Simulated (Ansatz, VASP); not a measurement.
**Ni: VASP beside Ansatz**

```
CELL_PARAMETERS angstrom
0.00000 1.73807 1.73807
1.73807 0.00000 1.73807
1.73807 1.73807 0.00000
ATOMIC_POSITIONS crystal
Ni 0.00000 0.00000 0.00000
```

Alike in both runs: task single point; functional r2SCAN; k mesh 15 × 15 × 15; occupations methfessel-paxton of order 1, width 0.1 eV; collinear spin.

```csv
,VASP,Ansatz
version,VASP 6.6.1,Ansatz 0.2.0
potentials or method,"VASP PAW PBE potentials, release 64 (Ni), cutoff 520 eV","plane waves (500 eV) with PAW, scalar-relativistic"
valence electrons in the cell,10,18
```

|  | VASP | Ansatz | Ansatz less VASP |
| --- | --- | --- | --- |
| pressure (GPa) | 0.2 | -0.1 | -0.26 |
| net moment per atom (μB) | 0.69 | 0.71 | +0.021 |
| size of the moment on the site where the two differ most (μB) | 0.71 | 0.78 | +0.068 |

VASP's potentials were made for PBE, not for r2SCAN. Site moments also hang on the region over which each program counts them. VASP's potentials hold 10 valence electrons a cell and Ansatz's 18, so a difference there can come from the potentials and not from the codes. Ansatz's warnings: stability check not made.
